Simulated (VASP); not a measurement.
# BP (F-43m) in VASP: a series of runs, part 2 of 2

VASP 6.6.1. The steps go on from the part before.

**3. Density of states, PBE**

This run uses another cell than the first one, of 11.68 Å³/atom, 0.952 times its volume.

The input, POSCAR:

```
BP
1.0
    0.0000000000      2.2690000000      2.2690000000
    2.2690000000      0.0000000000      2.2690000000
    2.2690000000      2.2690000000      0.0000000000
B P
1 1
Direct
    0.0000000000      0.0000000000      0.0000000000
    0.7500000000      0.7500000000      0.7500000000
```

The input, INCAR.step1:

```
PREC = Accurate ; ENCUT = 520
EDIFF = 1E-7 ; ISMEAR = -1
SIGMA = 0.08 ; LREAL = F
LASPH = T ; NELM = 80
ALGO = Normal ; ISIF = 2
LWAVE = F ; LCHARG = T
GGA = PE ; NBANDS = 11
```

The input, KPOINTS.step1:

```
Automatic mesh
0
Gamma
  12 12 12
```

The input, INCAR.step2:

```
PREC = Accurate ; ENCUT = 520
EDIFF = 1E-7 ; ISMEAR = -5
SIGMA = 0.08 ; LREAL = F
LASPH = T ; NELM = 80
ALGO = Normal ; ISIF = 2
LWAVE = F ; LCHARG = F
GGA = PE ; LORBIT = 11
NBANDS = 11 ; NEDOS = 1001
ICHARG = 11
```

The input, KPOINTS.step2:

```
Automatic mesh
0
Gamma
  18 18 18
```

Potentials or basis: VASP PAW PBE potentials, release 64 (B, P).

Launch:

```bash
> cat potpaw_PBE.64/B/POTCAR potpaw_PBE.64/P/POTCAR > POTCAR
> cp INCAR.step1 INCAR
> cp KPOINTS.step1 KPOINTS
> mpirun -np 1 vasp_std > vasp.out
> cp INCAR.step2 INCAR
> cp KPOINTS.step2 KPOINTS
> mpirun -np 1 vasp_std > vasp.out
```

It took 75 s on 1 thread of AMD EPYC 7R13, shared host; peak memory 0.13 GiB.

Results (log left out):

| Property | Result |
| --- | --- |
| Valence electrons inside the program's atomic spheres | B 1.94; P 2.57 |

Levels at points of the mesh, in eV from the valence-band top:
| k point | band 1 | band 2 | band 3 | band 4 | band 5 | band 6 | band 7 | band 8 |
| --- | --- | --- | --- | --- | --- | --- | --- | --- |
| (0.00, 0.00, 0.00) | -15.46 | 0.00 | 0.00 | 0.00 | 3.40 | 3.40 | 3.40 | 7.37 |
| (0.50, 0.00, 0.00) | -12.14 | -9.03 | -1.76 | -1.76 | 3.78 | 4.71 | 4.71 | 10.13 |
| (0.50, 0.50, 0.00) | -10.61 | -8.58 | -4.11 | -4.11 | 1.33 | 1.66 | 12.12 | 12.12 |

**4. Electric field gradients, PBE**

This run uses another cell than the first one, of 11.68 Å³/atom, 0.952 times its volume.

The input, INCAR:

```
ALGO = Normal
EDIFF = 1E-8
ENCUT = 520
GGA = PE
ISIF = 2
ISMEAR = -1
LASPH = True
LCHARG = False
LEFG = True
LREAL = False
LWAVE = False
NBANDS = 11
NELM = 100
PREC = Accurate
SIGMA = 0.08
```

The input, KPOINTS:

```
k-points
0
Gamma
  4 4 4
```

POSCAR is that of step 3.

Potentials or basis: VASP PAW PBE potentials, release 64 (B, P).

Launch:

```bash
> cat potpaw_PBE.64/B/POTCAR potpaw_PBE.64/P/POTCAR > POTCAR
> mpirun -np 1 vasp_std > vasp.out
```

OUTCAR:

```text
EDIFF = 1E-8
   ENCUT = 520
   GGA = PE
   ISIF = 2
   ISMEAR = -1
   LASPH = True
   LREAL = False
   NELM = 100
   PREC = Accurate

 ion  position               nearest neighbor table
   1  0.000  0.000  0.000-   2 1.97   2 1.97   2 1.97   2 1.97
   2  0.750  0.750  0.750-   1 1.97   1 1.97   1 1.97   1 1.97

  LATTYP: Found a face centered cubic cell.
 ALAT       =     4.5380000000

  Lattice vectors:

 A1 = (   0.0000000000,   2.2690000000,   2.2690000000)
 A2 = (   2.2690000000,   0.0000000000,   2.2690000000)
[... 305 lines left out ...]
  free  energy   TOTEN  =       -12.7588910879 eV

  energy  without entropy=      -12.7588523434  energy(sigma->0) =      -12.75887172

 Electric field gradients (V/A^2)
---------------------------------------------------------------------
 ion       V_xx      V_yy      V_zz      V_xy      V_xz      V_yz
---------------------------------------------------------------------
   1       0.000    -0.000     0.000     0.000     0.000     0.000
   2      -0.000     0.000     0.000    -0.000    -0.000    -0.000
---------------------------------------------------------------------

 Electric field gradients after diagonalization (V/A^2)
 (convention: |V_zz| > |V_xx| > |V_yy|)
----------------------------------------------------------------------
 ion       V_xx      V_yy      V_zz     asymmetry (V_yy - V_xx)/ V_zz
----------------------------------------------------------------------
   1      -0.000    -0.000     0.000       0.000
   2       0.000     0.000    -0.000       0.000
----------------------------------------------------------------------

           NMR quadrupolar parameters

 Cq : quadrupolar parameter    Cq=e*Q*V_zz/h
 eta: asymmetry parameters     (V_yy - V_xx)/ V_zz
 Q  : nuclear electric quadrupole moment in mb (millibarn)
----------------------------------------------------------------------
 ion       Cq(MHz)       eta       Q (mb)
----------------------------------------------------------------------
   1       0.000       0.000       1.000
   2      -0.000       0.000       1.000
----------------------------------------------------------------------
```

OSZICAR:

```text
N       E                     dE             d eps       ncg     rms          rms(c)
DAV:   1     0.119734654459E+02    0.11973E+02   -0.41011E+03   176   0.663E+02
DAV:   2    -0.129309809887E+02   -0.24904E+02   -0.24259E+02   240   0.117E+02
DAV:   3    -0.135027129710E+02   -0.57173E+00   -0.57105E+00   229   0.155E+01
DAV:   4    -0.135048591271E+02   -0.21462E-02   -0.21460E-02   202   0.108E+00
DAV:   5    -0.135048714363E+02   -0.12309E-04   -0.12309E-04   215   0.801E-02    0.725E+00
DAV:   6    -0.128642474941E+02    0.64062E+00   -0.14537E+00   194   0.522E+00    0.387E+00
DAV:   7    -0.127667335133E+02    0.97514E-01   -0.23573E-01   222   0.244E+00    0.136E+00
DAV:   8    -0.127582642096E+02    0.84693E-02   -0.29694E-02   205   0.969E-01    0.212E-01
DAV:   9    -0.127586296473E+02   -0.36544E-03   -0.70549E-04   200   0.177E-01    0.153E-01
DAV:  10    -0.127588762093E+02   -0.24656E-03   -0.28922E-04   199   0.108E-01    0.299E-02
DAV:  11    -0.127588897731E+02   -0.13564E-04   -0.18254E-05   211   0.259E-02    0.398E-02
DAV:  12    -0.127588912543E+02   -0.14812E-05   -0.67590E-06   194   0.130E-02    0.253E-02
DAV:  13    -0.127588910152E+02    0.23914E-06   -0.23481E-07   209   0.292E-03    0.945E-03
DAV:  14    -0.127588910808E+02   -0.65633E-07   -0.55943E-08   208   0.116E-03    0.504E-04
DAV:  15    -0.127588910951E+02   -0.14300E-07   -0.30665E-09   121   0.359E-04    0.114E-03
DAV:  16    -0.127588910879E+02    0.72357E-08   -0.46149E-10   109   0.134E-04
   1 F= -.12758891E+02 E0= -.12758872E+02  d E =-.387445E-04
```

stdout:

```text
POSCAR found type information on POSCAR B P
 POSCAR found :  2 types and       2 ions
 scaLAPACK will be used
 LDA part: xc-table for (Slater+PW92), standard interpolation
 POSCAR, INCAR and KPOINTS ok, starting setup
 FFT: planning ... GRIDC
 FFT: planning ... GRID_SOFT
 FFT: planning ... GRID
 WAVECAR not read
 entering main loop
ion   1

ion   2
```

Wall time 3.4 s (1 thread of Intel Xeon 8259CL, shared host); peak memory 0.13 GiB.

What came out:

```yaml
Free_energy: -12.7589 eV
Pressure: 2.0 GPa
Band_gap_on_the_k_mesh: 1.31 eV, indirect (least direct gap 3.38 eV)
```

Levels at points of the mesh, in eV from the valence-band top:
| k point | band 1 | band 2 | band 3 | band 4 | band 5 | band 6 | band 7 | band 8 | band 9 |
| --- | --- | --- | --- | --- | --- | --- | --- | --- | --- |
| (0.00, 0.00, 0.00) | -15.47 | 0.00 | 0.00 | 0.00 | 3.38 | 3.38 | 3.38 | 7.38 | 11.50 |
| (0.50, 0.00, 0.00) | -12.15 | -9.05 | -1.76 | -1.76 | 3.77 | 4.69 | 4.69 | 10.11 | 14.61 |
| (0.50, 0.50, 0.00) | -10.62 | -8.59 | -4.12 | -4.12 | 1.31 | 1.64 | 12.12 | 12.12 | 15.24 |

Caveat: the k points lie up to 0.60 Å⁻¹ apart; without QUAD_EFG the Cq values of the log hold for a quadrupole moment of 1 mb, not for the nuclei. A k mesh can miss the band edges.

**5. Summary**

| task | cell | k mesh | k mesh for the DOS | occupations for the DOS | gap on the mesh (eV) | pressure (GPa) |
| --- | --- | --- | --- | --- | --- | --- |
| electric field gradients | a = 3.261 Å, angles 60.0°, 2 atoms | 12 × 12 × 12 | - | - | 1.30 | -6.5 |
| density of states | a = 3.209 Å, angles 60.0°, 2 atoms | 12 × 12 × 12 | 18 × 18 × 18 | tetrahedron | - | - |
| electric field gradients | a = 3.209 Å, angles 60.0°, 2 atoms | 4 × 4 × 4 | - | - | 1.31 | 2.0 |

Alike in all rows: level PBE; potentials or basis VASP PAW PBE potentials, release 64 (B, P); no spin polarisation; cutoff (eV) 520; smearing fermi-dirac 0.08 eV.

Caveats: some runs use coarse meshes.

Total energies depend on the potentials used, so only differences within one code and one set of settings carry meaning.
